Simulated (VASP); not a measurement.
A run of VASP 6.6.1 is set up as follows.

File INCAR:

```
PREC = Accurate
ENCUT = 520
EDIFF = 1E-6
ISMEAR = 0
SIGMA = 0.1
LREAL = False
LASPH = True
NELM = 100
ALGO = Normal
ISIF = 2
LWAVE = False
LCHARG = True
LDIPOL = True
IDIPOL = 3
DIPOL = 0.5 0.5 0.500
GGA = PE
LELF = True
LVHAR = True
LVACPOTAV = True
NBANDS = 43
```

The input KPOINTS:

```
Automatic mesh
0
Gamma
  12 12 1
```

POSCAR

```
W
1.0
    2.8545944811      0.0000000000      0.0000000000
   -1.4272972405      2.4721513381      0.0000000000
    0.0000000000      0.0000000000     24.3230665350
W
5
Direct
    0.6666666667      0.3333333333      0.3066817946
    0.3333333333      0.6666666667      0.4035951093
    0.0000000000      0.0000000000      0.5000000023
    0.6666666667      0.3333333333      0.5964048782
    0.3333333333      0.6666666667      0.6933182156
```

Potentials or basis: VASP PAW PBE potentials, release 64 (W_sv).

Launch:

```sh
$ cat potpaw_PBE.64/W_sv/POTCAR > POTCAR
$ mpirun -np 1 vasp_std > vasp.out
```

Problem. Estimate the band gap on the k mesh.

Solution. Zero (bands 35 and 36 overlap by 1.33 eV).

Problem. Estimate the largest force.

Solution. 0.026 eV/Å.

Forces on the atoms (eV/Å):
```
W    0.000  0.000 -0.026
W    0.000  0.000 -0.005
W    0.000  0.000  0.000
W    0.000  0.000  0.005
W    0.000  0.000  0.026
```

Caveat: spin-orbit coupling is left out, which moves the levels of the heavy elements.
